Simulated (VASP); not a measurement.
Wanted: the native input for a VASP 6.6.1 run.

```
Task                   : single point
Functional             : LDA
Potentials or basis    : VASP PAW LDA potentials, release 64 (Ga_d, As)
Cutoff                 : 520 eV
k mesh                 : 10 × 10 × 10
Occupations            : gaussian, width 0.02 eV
Spin                   : no spin polarisation
Dipole correction      : no
Further INCAR settings : ALGO = Normal; EDIFF = 1e-07; NBANDS = 16
```

The structure of GaAs lies in POSCAR:

```
GaAs
1.0
    0.0000000000      2.8015691295      2.8015691295
    2.8015691295      0.0000000000      2.8015691295
    2.8015691295      2.8015691295      0.0000000000
Ga As
1 1
Direct
    0.0000000000      0.0000000000      0.0000000000
    0.7500000000      0.7500000000      0.7500000000
```

One way to write it, as run:

INCAR

```
SYSTEM = GaAs
PREC = Accurate ; ENCUT = 520
EDIFF = 1E-7 ; ISMEAR = 0
SIGMA = 0.02 ; LREAL = .FALSE.
LASPH = .TRUE. ; NELM = 80
ALGO = Normal ; ISIF = 2
LWAVE = .FALSE. ; LCHARG = .TRUE.
GGA = CA ; LELF = .TRUE.
LVHAR = .TRUE. ; NBANDS = 16
```

KPOINTS

```
regular mesh
0
G
  10 10 10
  0 0 0
```

Potentials or basis: VASP PAW LDA potentials, release 64 (Ga_d, As).

Command:

```console
$ cat potpaw_LDA.64/Ga_d/POTCAR potpaw_LDA.64/As/POTCAR > POTCAR
$ mpirun -np 1 vasp_std > vasp.out
```

Results of the run:

The pressure is 0.3 GPa. The band gap on the k mesh is 0.54 eV.

Run time: 25 s on 1 thread of Intel(R) Xeon(R) Platinum 8559C (Emerald Rapids), with other jobs on the host, peak memory 0.16 GiB.
